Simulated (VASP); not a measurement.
# AlCo (P-6m2) in VASP: a series of runs, part 2 of 2

VASP 6.6.1. Earlier steps stand in the parts before.

**3. Relaxation of cell and atoms, PBE, collinear spin, ferromagnetic start**

This run uses another cell than the first one, of 11.46 Å³/atom.

Contents of INCAR:

```
PREC = Accurate
ENCUT = 600
EDIFF = 1E-6
ISMEAR = 0
SIGMA = 0.1
LREAL = False
LASPH = True
NELM = 150
ALGO = Fast
ISIF = 3
LWAVE = False
LCHARG = False
ISPIN = 2
MAGMOM = 0 0.84
LORBIT = 11
LMAXMIX = 4
GGA = PE
IBRION = 2
NSW = 90
EDIFFG = -0.04
```

Contents of KPOINTS:

```
Automatic mesh
0
Gamma
  6 6 4
```

Contents of POSCAR:

```
AlCo
1.0
    2.6034844687      0.0000000000      0.0000000000
   -1.3017422344      2.2546836883      0.0000000000
    0.0000000000      0.0000000000      3.9038167458
Al Co
1 1
Direct
    0.6666666667      0.3333333333      0.0000000000
    0.0000000000      0.0000000000      0.5000000000
```

Potentials or basis: VASP PAW PBE potentials, release 64 (Al, Co).

Command:

```sh
> cat potpaw_PBE.64/Al/POTCAR potpaw_PBE.64/Co/POTCAR > POTCAR
> mpirun -np 1 vasp_std > vasp.out
```

OUTCAR:

```text
PREC = Accurate
   ENCUT = 600
   EDIFF = 1E-6
   ISMEAR = 0
   LREAL = False
   LASPH = True
   NELM = 150
   ISIF = 3
   ISPIN = 2
   LORBIT = 11
   GGA = PE
   IBRION = 2
   NSW = 90
   EDIFFG = -0.04

 ion  position               nearest neighbor table
   1  0.667  0.333  0.000-   2 2.46   2 2.46   2 2.46   2 2.46   2 2.46   2 2.46
   2  0.000  0.000  0.500-   1 2.46   1 2.46   1 2.46   1 2.46   1 2.46   1 2.46

  LATTYP: Found a hexagonal cell.
 ALAT       =     2.6034844687
 C/A-ratio  =     1.4994584345

  Lattice vectors:

 A1 = (   2.6034844687,   0.0000000000,   0.0000000000)
 A2 = (  -1.3017422344,   2.2546836883,   0.0000000000)
 A3 = (   0.0000000000,   0.0000000000,   3.9038167458)

Analysis of symmetry for initial positions (statically):
=====================================================================
 Subroutine PRICEL returns:
 Original cell was already a primitive cell.

 Routine SETGRP: Setting up the symmetry group for a
 hexagonal supercell.

 Subroutine GETGRP returns: Found 12 space group operations
 (whereof 12 operations were pure point group operations)
 out of a pool of 24 trial point group operations.

The static configuration has the point symmetry D_3h.

Analysis of symmetry for dynamics (positions and initial velocities):
=====================================================================
 Subroutine PRICEL returns:
 Original cell was already a primitive cell.
[... 177 lines left out ...]

 spin component 1

 k-point     1 :       0.0000    0.0000    0.0000
  band No.  band energies     occupation
      1      -0.7127      1.00000
      2       6.8306      1.00000
      3       8.4768      1.00000
      4       9.0498      1.00000
      5       9.0498      1.00000
      6      10.0354      1.00000
      7      10.0354      1.00000
      8      13.5283      0.00000
      9      24.9937      0.00000
     10      24.9949      0.00000
[... 831 lines left out ...]
--------------------------------------- Ionic step        9  -------------------------------------------

 number of electron      11.9999999 magnetization       0.0005448

 Free energy of the ion-electron system (eV)
  ---------------------------------------------------
  ext. energy  EPLUGINS =         0.00000000
  ---------------------------------------------------
  free energy    TOTEN  =       -11.43016034 eV

  energy without entropy =      -11.41690723  energy(sigma->0) =      -11.42353379

 E-fermi :   9.7960     XC(G=0): -11.9669

 val. band max:        9.7919997732   @ k =   0.5000   0.0000   0.5000
 cond. band min:       9.8855066005   @ k =   0.3333   0.1667   0.2500
 fundamental gap:      0.0935068273
 Fermi energy:         9.7960473136

 spin component 1

 k-point     1 :       0.0000    0.0000    0.0000
  band No.  band energies     occupation
      1      -1.0220      1.00000
      2       6.5241      1.00000
      3       8.4158      1.00000
      4       8.4158      1.00000
      5       9.0033      1.00000
      6       9.0033      1.00000
      7       9.0637      1.00000
      8      14.0754      0.00000
      9      22.2128      0.00000
     10      22.2128      0.00000
[... 563 lines left out ...]
  FREE ENERGIE OF THE ION-ELECTRON SYSTEM (eV)
  ---------------------------------------------------
  free  energy   TOTEN  =       -11.4301603427 eV

  energy  without entropy=      -11.4169072282  energy(sigma->0) =      -11.42353379

 reached required accuracy - stopping structural energy minimisation

 total charge

# of ion       s       p       d       tot
------------------------------------------
    1        0.422   0.419   0.000   0.841
    2        0.430   0.469   7.447   8.346
--------------------------------------------------
tot          0.852   0.888   7.447   9.187

 magnetization (x)

# of ion       s       p       d       tot
------------------------------------------
    1        0.000  -0.000   0.000  -0.000
    2       -0.000  -0.000   0.001   0.001
--------------------------------------------------
tot         -0.000  -0.000   0.001   0.001
```

OSZICAR:

```text
N       E                     dE             d eps       ncg     rms          rms(c)
DAV:   1     0.355997055576E+02    0.35600E+02   -0.60661E+03   840   0.143E+03
DAV:   2    -0.119293975789E+02   -0.47529E+02   -0.44897E+02   842   0.194E+02
[... 107 lines left out ...]
DAV:   1    -0.114311597146E+02   -0.10926E-02   -0.20661E-02   936   0.204E+00    0.260E-01
RMM:   2    -0.114322461998E+02   -0.10865E-02   -0.98554E-03   840   0.144E+00    0.362E-01
RMM:   3    -0.114302227086E+02    0.20235E-02   -0.39961E-03   840   0.113E+00    0.696E-02
RMM:   4    -0.114301620888E+02    0.60620E-04   -0.92680E-05   842   0.116E-01    0.150E-02
RMM:   5    -0.114301599423E+02    0.21465E-05   -0.24707E-05   836   0.692E-02    0.614E-03
RMM:   6    -0.114301603427E+02   -0.40033E-06   -0.41530E-06   715   0.319E-02
   9 F= -.11430160E+02 E0= -.11423534E+02  d E =-.933869E-04  mag=     0.0007
```

CONTCAR:

```text
AlCo
   1.00000000000000
     2.7719763210652690   -0.0000000000037947    0.0000000000000000
    -1.3859881605891569    2.4006019127902487   -0.0000000000000000
    -0.0000000000000000   -0.0000000000000000    3.6902741903473615
  Al              Co
     1     1
Direct
     0.6666666667000030    0.3333333332999970    0.0000000000000000
     0.0000000000000000    0.0000000000000000    0.5000000000000000

  0.00000000E+00  0.00000000E+00  0.00000000E+00
  0.00000000E+00  0.00000000E+00  0.00000000E+00
```

It took 3.2 min on 1 thread of AMD EPYC 7R13, shared host; peak memory 0.15 GiB.

What came out:

```yaml
Free_energy: -11.4302 eV
Relaxed_volume: 12.28 Å³/atom
Relaxed_cell: a = 2.772 Å, b = 2.772 Å, c = 3.690 Å, α = 90.00°, β = 90.00°, γ = 120.00°
Space_group_after_relaxing_to_0.1_Å: P-6m2 (No. 187)
Energy_gained_by_relaxing: 76.4 meV/atom
Ionic_steps: 9
Pressure_after_relaxing: -0.2 GPa
Band_gap_on_the_k_mesh: zero (filled and empty bands overlap)
Net_moment: 0.00 μB per cell
Valence_electrons_inside_the_program's_atomic_spheres: Al 0.84; Co 8.35
```

The path:
| step | energy change (eV) | largest force (eV/Å) | pressure (GPa) | volume (Å³) |
| --- | --- | --- | --- | --- |
| 1 | 0.0000 | 0.0000 | 10.92 | 22.92 |
| 2 | -0.1043 | 0.0000 | -6.83 | 25.57 |
| 3 | -0.1111 | 0.0000 | -3.83 | 24.97 |
| 4 | -0.1487 | 0.0000 | 0.10 | 24.46 |
| 5 | -0.1511 | 0.0000 | 1.68 | 24.27 |
| 6 | -0.1513 | 0.0000 | 1.63 | 24.31 |
| 7 | -0.1521 | 0.0000 | -0.28 | 24.64 |
| 8 | -0.1526 | 0.0000 | 0.30 | 24.51 |
| 9 | -0.1527 | 0.0000 | -0.18 | 24.56 |

Final structure:
```
CELL_PARAMETERS angstrom
2.77198 0.00000 0.00000
-1.38599 2.40060 0.00000
0.00000 0.00000 3.69027
ATOMIC_POSITIONS crystal
Al 0.66667 0.33333 0.00000
Co 0.00000 0.00000 0.50000
```

Levels at points of the mesh, in eV from the Fermi level:
Spin up:
```csv
k point,band 2,band 3,band 4,band 5,band 6,band 7,band 8,band 9,band 10
"(0.00, 0.00, 0.00)",-3.27,-1.38,-1.38,-0.79,-0.79,-0.73,4.28,12.42,12.42
"(0.50, 0.00, 0.00)",-4.31,-2.80,-2.61,-1.13,-0.01,1.08,5.26,6.83,7.20
"(0.00, 0.00, 0.50)",-6.95,-1.72,-1.36,-1.36,-0.93,-0.93,11.39,13.90,13.90
"(0.50, 0.00, 0.50)",-3.33,-3.07,-1.36,-1.28,-0.90,0.00,2.27,3.13,9.92
```
Spin down:
```
           k point  band 3  band 4  band 5  band 6  band 7  band 8  band 9  band 10
(0.00, 0.00, 0.00)   -1.38   -1.38   -0.79   -0.79   -0.73    4.28   12.42    12.42
(0.50, 0.00, 0.00)   -2.80   -2.61   -1.13   -0.01    1.08    5.26    6.83     7.20
(0.00, 0.00, 0.50)   -1.72   -1.36   -1.36   -0.93   -0.93   11.39   13.90    14.76
(0.50, 0.00, 0.50)   -3.07   -1.36   -1.28   -0.90    0.00    2.27    3.13     9.92
```

Caveat: the k points lie up to 0.44 Å⁻¹ apart in the final cell, too coarse for converged energies and pressures of a metal.
